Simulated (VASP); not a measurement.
Runs of VASP 6.6.1 on CdO. The structure is that of space group Fm-3m (No. 225), or close to it. The cells are those of the table. 

```csv
level,potentials or basis,cell,k mesh,smearing,gap on the mesh (eV),pressure (GPa)
PBE,"VASP PAW PBE potentials, release 64 (Cd, O)","a = 3.218 Å, angles 60.0°, 2 atoms",6 × 6 × 6,tetrahedron,none,26.6
RPBE,"VASP PAW PBE potentials, release 64 (Cd, O)","a = 3.339 Å, angles 60.0°, 2 atoms",6 × 6 × 6,methfessel-paxton 0.054 eV,none,9.5
LDA,"VASP PAW LDA potentials, release 64 (Cd, O)","a = 3.339 Å, angles 60.0°, 2 atoms",4 × 4 × 4,fermi-dirac 0.58 eV,none,(c)
PBE,"VASP PAW PBE potentials, release 64 (Cd, O)","a = 3.339 Å, angles 60.0°, 2 atoms",4 × 4 × 4,gaussian 0.1 eV,none,5.4
LDA,"VASP PAW LDA potentials, release 64 (Cd, O)","a = 3.339 Å, angles 60.0°, 2 atoms",6 × 6 × 6,gaussian 0.1 eV,none,-6.5
PBE,"VASP PAW PBE potentials, release 64 (Cd, O)","a = 3.339 Å, angles 60.0°, 2 atoms",6 × 6 × 6,gaussian 0.1 eV,none,(b)
PBE,"VASP PAW PBE potentials, release 64 (Cd, O)","a = 3.339 Å, angles 60.0°, 2 atoms",5 × 5 × 5,gaussian 0.1 eV,none,(a)
PBE,"VASP PAW PBE potentials, release 64 (Cd, O)","a = 3.404 Å, angles 60.0°, 2 atoms",6 × 6 × 6,methfessel-paxton 0.012 eV,none,-2.6
```

Alike in all rows: task single point; no spin polarisation; cutoff (eV) 600.

Question: Fill in the values left out.

Answer: (a) 5.2; (b) 5.1; (c) -5.1.

Caveats: all runs use coarse meshes; the PAW data sets were made with another functional, which shifts forces and pressure a little (some runs).

A k mesh can miss the band edges, and the runs leave out spin-orbit coupling on Cd.

A gap of «none» marks levels without a gap at the run's occupations.
